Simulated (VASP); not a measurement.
# CoH4: single point with PBE

The system is CoH4.

```
Co H
1.0
     3.09438    0.00000    0.00000
     0.00000    3.09438    0.00000
     0.00000    0.00000    3.09438
Co H
1 4
Cartesian
  1.5472 1.5472 1.5472
  0.0000 1.5472 1.5472
  1.5472 1.5472 0.0000
  1.5472 0.0000 1.5472
  0.0000 0.0000 0.0000
```

* Program: VASP 6.6.1
* Task: single point
* Functional: PBE
* Potentials or basis: VASP PAW PBE potentials, release 64 (Co, H)
* Cutoff: 600 eV
* k mesh: 4 × 4 × 4
* Occupations: gaussian, width 0.15 eV
* Spin: collinear spin, ferromagnetic start
* Starting moments: [3.0, 0.0, 0.0, 0.0, 0.0] μB

```yaml
Pressure: -0.2 GPa
Net_moment: 0.24 μB per cell
Site_moments: Co +0.30; H -0.01, -0.02 μB
Valence_electrons_inside_the_program's_atomic_spheres: Co 8.56; H 0.58, 0.30
```

Levels at points of the mesh, in eV from the Fermi level:
Spin up:
| k point | band 3 | band 4 | band 5 | band 6 | band 7 | band 8 | band 9 | band 10 | band 11 | band 12 |
| --- | --- | --- | --- | --- | --- | --- | --- | --- | --- | --- |
| (0.00, 0.00, 0.00) | -5.10 | -0.59 | -0.59 | -0.59 | 1.86 | 7.16 | 7.16 | 8.39 | 8.39 | 8.39 |
| (0.50, 0.00, 0.00) | -4.89 | -1.03 | -1.03 | -0.56 | -0.37 | 2.10 | 7.75 | 11.89 | 11.89 | 13.93 |
| (0.50, 0.50, 0.00) | -3.39 | -3.39 | -0.94 | -0.94 | -0.92 | 0.57 | 1.18 | 12.02 | 12.02 | 13.64 |
| (0.50, 0.50, 0.50) | -2.17 | -1.86 | -1.86 | -1.86 | -0.90 | -0.90 | -0.89 | 6.55 | 8.10 | 8.10 |
Spin down:
```csv
k point,band 3,band 4,band 5,band 6,band 7,band 8,band 9,band 10
"(0.00, 0.00, 0.00)",-4.89,-0.39,-0.39,-0.39,1.66,7.40,7.40,8.40
"(0.50, 0.00, 0.00)",-4.67,-0.84,-0.84,-0.35,0.05,1.93,7.97,11.94
"(0.50, 0.50, 0.00)",-3.41,-3.41,-0.74,-0.74,-0.46,0.61,1.50,11.97
"(0.50, 0.50, 0.50)",-2.19,-1.70,-1.70,-1.70,-1.12,-0.44,-0.44,6.65
```

It took 42 s on 1 thread of Intel Xeon 8259CL, on a shared host, peak memory 0.17 GiB.

Caveat: the k points lie up to 0.51 Å⁻¹ apart.
